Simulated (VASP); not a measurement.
# SnO (P6_3mc) in VASP: further runs

Aim: see how the results for SnO move with the level of theory and the settings. Levels: PBE, r2SCAN. Tasks: single point.

Everything below comes from runs of VASP 6.6.1. Logs are shortened: lines on timing, memory, paths and dates and some standing lists are left out, and cuts for length are marked.

### Step 1. The cell of the first run

Symmetry: P6_3mc, No. 186, hexagonal system. Conventional cell: a = 3.426 Å, b = 3.426 Å, c = 18.672 Å, α = 90.00°, β = 90.00°, γ = 120.00°. Within 3.0 Å of Sn (site symmetry 3m) lie 3 O at 2.25 Å. Within 3.0 Å of Sn (site symmetry 3m) lie 3 O at 2.25 Å. Within 3.0 Å of O (site symmetry 3m) lie 3 Sn at 2.25 Å. Within 3.0 Å of O (site symmetry 3m) lie 3 Sn at 2.25 Å.

### Step 2. Single point, PBE (volume changed by +6%)

Input file INCAR:

```
ALGO = Normal
EDIFF = 1E-6
ENCUT = 520
GGA = PE
ISIF = 2
ISMEAR = 0
LASPH = True
LCHARG = False
LREAL = False
LWAVE = False
NBANDS = 50
NELM = 80
PREC = Accurate
SIGMA = 0.01
```

Input file KPOINTS:

```
k-points
0
Gamma
  9 9 2
```

Input file POSCAR:

```
SnO
1.0
    3.4262719303      0.0000000000      0.0000000000
   -1.7131359652      2.9672385319      0.0000000000
    0.0000000000      0.0000000000     18.6722978627
Sn O
4 4
Direct
    0.0000000000      0.0000000000     -0.0025535870
    0.3333333333      0.6666666667      0.2469154341
    0.0000000000      0.0000000000      0.4974464130
    0.6666666667      0.3333333333      0.7469154341
    0.0000000000      0.0000000000      0.1900538282
    0.3333333333      0.6666666667      0.4405843247
    0.0000000000      0.0000000000      0.6900538282
    0.6666666667      0.3333333333      0.9405843247
```

Potentials or basis: VASP PAW PBE potentials, release 64 (Sn_d, O).

Run with:

```bash
> cat potpaw_PBE.64/Sn_d/POTCAR potpaw_PBE.64/O/POTCAR > POTCAR
> mpirun -np 1 vasp_std > vasp.out
```

OUTCAR:

```text
EDIFF = 1E-6
   ENCUT = 520
   GGA = PE
   ISIF = 2
   ISMEAR = 0
   LASPH = True
   LREAL = False
   NELM = 80
   PREC = Accurate

 ion  position               nearest neighbor table
   1  0.000  0.000  0.997-   8 2.25   8 2.25   8 2.25
   2  0.333  0.667  0.247-   5 2.25   5 2.25   5 2.25
   3  0.000  0.000  0.497-   6 2.25   6 2.25   6 2.25
   4  0.667  0.333  0.747-   7 2.25   7 2.25   7 2.25
   5  0.000  0.000  0.190-   2 2.25   2 2.25   2 2.25
   6  0.333  0.667  0.441-   3 2.25   3 2.25   3 2.25
   7  0.000  0.000  0.690-   4 2.25   4 2.25   4 2.25
   8  0.667  0.333  0.941-   1 2.25   1 2.25   1 2.25

  LATTYP: Found a hexagonal cell.
 ALAT       =     3.4262719303
 C/A-ratio  =     5.4497419477

  Lattice vectors:

 A1 = (   3.4262719303,   0.0000000000,   0.0000000000)
 A2 = (  -1.7131359652,   2.9672385319,   0.0000000000)
 A3 = (   0.0000000000,   0.0000000000,  18.6722978627)

Analysis of symmetry for initial positions (statically):
=====================================================================
 Subroutine PRICEL returns:
 Original cell was already a primitive cell.

 Routine SETGRP: Setting up the symmetry group for a
 hexagonal supercell.

 Subroutine GETGRP returns: Found 12 space group operations
 (whereof  6 operations were pure point group operations)
 out of a pool of 24 trial point group operations.

The static configuration has the point symmetry C_3v.
 The point group associated with its full space group is C_6v.

Analysis of symmetry for dynamics (positions and initial velocities):
=====================================================================
 Subroutine PRICEL returns:
 Original cell was already a primitive cell.

 Routine SETGRP: Setting up the symmetry group for a
 hexagonal supercell.

 Subroutine GETGRP returns: Found 12 space group operations
 (whereof  6 operations were pure point group operations)
 out of a pool of 24 trial point group operations.

The dynamic configuration has the point symmetry C_3v.
 The point group associated with its full space group is C_6v.

 Subroutine INISYM returns: Found 12 space group operations
 (whereof  6 operations are pure point group operations),
 and found     1 'primitive' translations

----------------------------------------------------------------------------------------

[... 107 lines left out ...]
   IBRION =     -1    ionic relax: 0-MD 1-quasi-New 2-CG
   NFREE  =      0    steps in history (QN), initial steepest desc. (CG)
   ISIF   =      2    stress and relaxation
   ISYM   =      2    0-nonsym 1-usesym 2-fastsym
   POTIM  = 0.5000    time-step for ionic-motion
   TEBEG  =    0.0;   TEEND  =   0.0 temperature during run
   PSTRESS=    0.0 pullay stress
   NELECT =      80.0000    total number of electrons
   NUPDOWN=      -1.0000    fix difference up-down
   EMIN   =  10.00;   EMAX   =-10.00  energy-range for DOS
   EFERMI =   0.00;   METHOD = LEGACY
   ISMEAR =     0;   SIGMA  =   0.01  broadening in eV -4-tet -1-fermi 0-gaus
   EFERMI_NEDOS =   21; number of points for ismear=-14 and -15
   IALGO  =     38    algorithm
   IMIX   =      4    mixing-type and parameters
     AMIX     =   0.40;   BMIX     =  1.00
     AMIX_MAG =   1.60;   BMIX_MAG =  1.00
  volume/ion in A,a.u.               =      23.73       160.13
  Fermi-wavevector in a.u.,A,eV,Ry     =   1.227385  2.319421 20.496822  1.506474
  Thomas-Fermi vector in A             =   2.362350
   LORBIT       =      0    0 simple, 1 ext, 2 COOP (PROOUT), +10 PAW based schemes
   GGA     = PE    functional components
   LHFCALC =     F    Hartree Fock is set to
   AEXX    =    0.0000 exact exchange contribution
   IVDW    =     0    specifies the selected vdW correction
   LEPSILON=     F    determine dielectric tensor
   LRPA    =     F    only Hartree local field effects (RPA)
 non-spin polarized calculation
 Gauss-broadening in eV      SIGMA  =   0.01
  energy-cutoff  :      520.00
  volume of cell :      189.83
 maximum number of plane-waves:      5162
 NGX is ok and might be reduce to    28
   NGX = 13   NGY = 13   NGZ = 69

 number of electron      80.0000004 magnetization

 Free energy of the ion-electron system (eV)
  ---------------------------------------------------
  ext. energy  EPLUGINS =         0.00000000
  ---------------------------------------------------
  free energy    TOTEN  =       -42.85103523 eV

  energy without entropy =      -42.85103523  energy(sigma->0) =      -42.85103523

 E-fermi :   2.9883     XC(G=0):  -8.5768

 val. band max:        2.9193991274   @ k =   0.3333   0.2222   0.0000
 cond. band min:       4.4478496470   @ k =   0.0000   0.0000   0.0000
 fundamental gap:      1.5284505195
 Fermi energy:         2.9883115460

 k-point     1 :       0.0000    0.0000    0.0000
  band No.  band energies     occupation
      1     -17.7311      2.00000
      2     -17.7311      2.00000
      3     -17.7311      2.00000
      4     -17.7311      2.00000
      5     -17.7245      2.00000
      6     -17.7245      2.00000
[... 1261 lines left out ...]
     49       9.0556      0.00000
     50       9.0851      0.00000

------------------------ aborting loop because EDIFF is reached ----------------------------------------

  FORCE on cell =-STRESS in cart. coord.  units (eV):
  Direction    XX          YY          ZZ          XY          YZ          ZX
  --------------------------------------------------------------------------------------
  -------------------------------------------------------------------------------------
  Total       -3.8727947     -3.8727947     -2.5617705      0.0000000      0.0000000     -0.0000000
  in kB      -32.6860924    -32.6860924    -21.6211480      0.0000000      0.0000000     -0.0000000
  external PRESSURE =     -28.9977776 kB  Pullay stress =       0.0000000 kB

 VOLUME and BASIS-vectors are now :
 -----------------------------------------------------------------------------
  energy-cutoff  :      520.00
  volume of cell :      189.83
      direct lattice vectors                 reciprocal lattice vectors
     3.426271930  0.000000000  0.000000000     0.291862415  0.168506844  0.000000000
    -1.713135965  2.967238532  0.000000000     0.000000000  0.337013688  0.000000000
     0.000000000  0.000000000 18.672297863     0.000000000  0.000000000  0.053555272

 POSITION                                       TOTAL-FORCE (eV/Angst)
 -----------------------------------------------------------------------------------
      0.00000      0.00000     18.62462         0.000000      0.000000     -0.437290
     -0.00000      1.97816      4.61048        -0.000000     -0.000000     -0.435979
      0.00000      0.00000      9.28847        -0.000000     -0.000000     -0.437290
      1.71314      0.98908     13.94663        -0.000000      0.000000     -0.435979
      0.00000      0.00000      3.54874        -0.000000     -0.000000      0.436686
     -0.00000      1.97816      8.22672         0.000000     -0.000000      0.436584
      0.00000      0.00000     12.88489        -0.000000      0.000000      0.436686
      1.71314      0.98908     17.56287         0.000000     -0.000000      0.436584
 -----------------------------------------------------------------------------------
    total drift:                               -0.000001     -0.000001     -0.003393

  FREE ENERGIE OF THE ION-ELECTRON SYSTEM (eV)
  ---------------------------------------------------
  free  energy   TOTEN  =       -42.8510352340 eV

  energy  without entropy=      -42.8510352340  energy(sigma->0) =      -42.85103523
```

OSZICAR:

```text
N       E                     dE             d eps       ncg     rms          rms(c)
DAV:   1     0.102392759978E+04    0.10239E+04   -0.37777E+04  2596   0.219E+03
DAV:   2     0.160323890992E+03   -0.86360E+03   -0.82790E+03  2512   0.645E+02
DAV:   3    -0.340640735294E+02   -0.19439E+03   -0.18575E+03  2806   0.239E+02
DAV:   4    -0.506091643143E+02   -0.16545E+02   -0.16243E+02  2768   0.736E+01
DAV:   5    -0.512432822290E+02   -0.63412E+00   -0.63231E+00  2932   0.146E+01    0.170E+01
DAV:   6    -0.433662989899E+02    0.78770E+01   -0.39883E+01  3802   0.592E+01    0.931E+00
DAV:   7    -0.429225207912E+02    0.44378E+00   -0.66011E+00  2782   0.122E+01    0.416E+00
DAV:   8    -0.428664149488E+02    0.56106E-01   -0.10467E+00  3134   0.462E+00    0.147E+00
DAV:   9    -0.428472727805E+02    0.19142E-01   -0.72985E-02  3652   0.230E+00    0.510E-01
DAV:  10    -0.428535208634E+02   -0.62481E-02   -0.29224E-02  3296   0.122E+00    0.426E-01
DAV:  11    -0.428508884782E+02    0.26324E-02   -0.65316E-03  3448   0.574E-01    0.126E-01
DAV:  12    -0.428510115262E+02   -0.12305E-03   -0.27647E-03  3000   0.206E-01    0.472E-02
DAV:  13    -0.428510309844E+02   -0.19458E-04   -0.19007E-04  3156   0.125E-01    0.209E-02
DAV:  14    -0.428510362145E+02   -0.52301E-05   -0.32418E-05  3134   0.385E-02    0.152E-02
DAV:  15    -0.428510352340E+02    0.98056E-06   -0.92372E-06  2494   0.192E-02
   1 F= -.42851035E+02 E0= -.42851035E+02  d E =-.992630E-24
```

Wall time 2.5 min (1 thread of AMD EPYC 9R45 (Zen 5), shared host); peak memory 0.37 GiB.

What came out:

- Free energy: -42.8510 eV
- Pressure: -2.9 GPa
- Largest force: 0.437 eV/Å
- Band gap on the k mesh: 1.53 eV, indirect (least direct gap 1.89 eV)

Forces in eV/Å, atoms in the order of the input:
```
Sn   0.000  0.000 -0.437
Sn   0.000  0.000 -0.436
Sn   0.000  0.000 -0.437
Sn   0.000  0.000 -0.436
O    0.000  0.000  0.437
O    0.000  0.000  0.437
O    0.000  0.000  0.437
O    0.000  0.000  0.437
```

Levels at points of the mesh, in eV from the valence-band top:
```
           k point  band 38  band 39  band 40  band 41  band 42  band 43
(0.00, 0.00, 0.00)    -1.18    -1.16    -0.64     1.53     2.14     2.16
(0.00, 0.00, 0.50)    -1.49    -0.81    -0.81     1.72     1.72     2.56
```

Caveat: spin-orbit coupling is left out, which moves the levels of the heavy elements. A k mesh can miss the band edges.

### Step 3. Single point, r2SCAN (volume changed by -6%)

Input file POSCAR:

```
SnO
1.0
    3.2302277454      0.0000000000      0.0000000000
   -1.6151138727      2.7974592875      0.0000000000
    0.0000000000      0.0000000000     17.9869203097
Sn O
4 4
Direct
    0.0000000000      0.0000000000     -0.0027326677
    0.3333333333      0.6666666667      0.2463782473
    0.0000000000      0.0000000000      0.4972673323
    0.6666666667      0.3333333333      0.7463782473
    0.0000000000      0.0000000000      0.1902282771
    0.3333333333      0.6666666667      0.4411261433
    0.0000000000      0.0000000000      0.6902282771
    0.6666666667      0.3333333333      0.9411261433
```

Input file INCAR.step1:

```
ALGO = Normal ; EDIFF = 1E-4
ENCUT = 520 ; GGA = PE
ISMEAR = 0 ; LASPH = T
LCHARG = F ; LREAL = F
LWAVE = T ; NBANDS = 50
NELM = 100 ; PREC = Accurate
SIGMA = 0.01
```

Input file INCAR.step2:

```
ALGO = Normal ; EDIFF = 1E-6
ENCUT = 520 ; ISIF = 2
ISMEAR = 0 ; ISTART = 1
LASPH = T ; LCHARG = T
LELF = T ; LMIXTAU = T
LREAL = F ; LVHAR = T
LWAVE = F ; METAGGA = R2SCAN
NBANDS = 50 ; NELM = 100
PREC = Accurate ; SIGMA = 0.01
```

KPOINTS is that of step 2.

Potentials or basis: VASP PAW PBE potentials, release 64 (Sn_d, O).

Run with:

```bash
> cat potpaw_PBE.64/Sn_d/POTCAR potpaw_PBE.64/O/POTCAR > POTCAR
> cp INCAR.step1 INCAR
> mpirun -np 1 vasp_std > vasp.out
> cp INCAR.step2 INCAR
> mpirun -np 1 vasp_std > vasp.out
```

It took 8.6 min on 1 thread of AMD EPYC 9R45 (Zen 5), shared host; peak memory 0.35 GiB.

The run converged. Its results:

| Quantity | Value |
| --- | --- |
| Free energy | -130.5141 eV |
| Pressure | 5.4 GPa |
| Largest force | 0.809 eV/Å |
| Band gap on the k mesh | 1.53 eV, indirect (least direct gap 1.99 eV) |

Forces on the atoms (eV/Å):
```
Sn   0.000  0.000  0.803
Sn   0.000  0.000  0.809
Sn   0.000  0.000  0.803
Sn   0.000  0.000  0.809
O    0.000  0.000 -0.804
O    0.000  0.000 -0.808
O    0.000  0.000 -0.804
O    0.000  0.000 -0.808
```

Stress tensor (GPa, compression positive):
```
6.22 0.00 0.00
0.00 6.22 0.00
0.00 0.00 3.74
```

Levels at points of the mesh, in eV from the valence-band top:
| k point | band 38 | band 39 | band 40 | band 41 | band 42 | band 43 |
| --- | --- | --- | --- | --- | --- | --- |
| (0.00, 0.00, 0.00) | -2.15 | -2.12 | -1.40 | 1.53 | 2.28 | 2.31 |
| (0.00, 0.00, 0.50) | -2.60 | -1.64 | -1.64 | 1.77 | 1.77 | 2.80 |

Caveat: the PAW data sets were made with another functional, which shifts forces and pressure a little; spin-orbit coupling is left out, which moves the levels of the heavy elements. A k mesh can miss the band edges.

(Continued in part 2 of 3.)
